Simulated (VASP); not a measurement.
A run of VASP 6.6.1 is set up as follows.

The input INCAR:

```
PREC = Accurate ; ENCUT = 520
EDIFF = 1E-8 ; ISMEAR = -1
SIGMA = 0.05 ; LREAL = F
LASPH = T ; NELM = 100
ALGO = Normal ; ISIF = 2
LWAVE = F ; LCHARG = F
GGA = CA ; LEFG = T
NBANDS = 22
```

KPOINTS

```
Automatic mesh
0
Gamma
  10 10 10
```

File POSCAR:

```
BiRu
1.0
    0.0000000000      2.7747409757      2.7747409757
    2.7747409757      0.0000000000      2.7747409757
    2.7747409757      2.7747409757      0.0000000000
Ru Bi
1 1
Direct
    0.0000000000      0.0000000000      0.0000000000
    0.5000000000      0.5000000000      0.5000000000
```

Potentials or basis: VASP PAW LDA potentials, release 64 (Ru_pv, Bi_d).

The run is started by

```console
$ cat potpaw_LDA.64/Ru_pv/POTCAR potpaw_LDA.64/Bi_d/POTCAR > POTCAR
$ mpirun -np 1 vasp_std > vasp.out
```

Q: Estimate the pressure.

A: -7.9 GPa.

Q: Estimate the band gap on the k mesh.

A: Zero (an odd number of electrons rules out a gap without spin polarisation).

Caveat: the cell stands under tension; spin-orbit coupling is left out, which moves the levels of the heavy elements.
